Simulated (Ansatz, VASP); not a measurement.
**Two plane-wave programs on Cu**

The input INCAR:

```
PREC = Accurate ; ENCUT = 520
EDIFF = 1E-7 ; ISMEAR = 0
SIGMA = 0.1 ; LREAL = False
LASPH = True ; NELM = 80
ALGO = Fast ; ISIF = 2
LWAVE = False ; LCHARG = False
GGA = PE ; NBANDS = 12
```

Contents of KPOINTS:

```
regular mesh
0
Gamma
  26 26 26
```

File POSCAR:

```
Cu
1.0
    0.0000000000      1.8504314995      1.8504314995
    1.8504314995      0.0000000000      1.8504314995
    1.8504314995      1.8504314995      0.0000000000
Cu
1
Direct
    0.5000000000      0.5000000000      0.5000000000
```

Input for Ansatz:

```yaml
crystal:
  lattice:
    - [0.0, 1.8504314995, 1.8504314995]
    - [1.8504314995, 0.0, 1.8504314995]
    - [1.8504314995, 1.8504314995, 0.0]
  atoms:
    - { symbol: Cu, position: [0.5, 0.5, 0.5] }
basis:
  ecutwfc: 420
kpoints:
  mp_grid: { grid: [26, 26, 26] }
hamiltonian:
  xc: pbe
scf:
  occupations: { method: gaussian, width: 0.1 }
output:
  forces: true
  stress: true
  eigenvalues: true
  write_density: true
  write_potential: true
  elf: true
  volumetric_format: npy
```

Alike in both runs: task single point; functional PBE; k mesh 26 × 26 × 26; occupations gaussian, width 0.1 eV; no spin polarisation.

|  | VASP | Ansatz |
| --- | --- | --- |
| version | VASP 6.6.1 | Ansatz 0.2.0 |
| potentials or method | VASP PAW PBE potentials, release 64 (Cu), cutoff 520 eV | scalar-relativistic, plane waves, PAW |
| valence electrons in the cell | 11 | 19 |

```tsv
	VASP	Ansatz	Ansatz less VASP
gap on the k mesh at the Fermi level (eV)	none	none	-
pressure (GPa)	-6.6	-7.1	-0.48
```

A gap of «none» marks a metal or a gap that the smearing closes. VASP's potentials hold 11 valence electrons a cell and Ansatz's 19, so a difference there can come from the potentials and not from the codes.
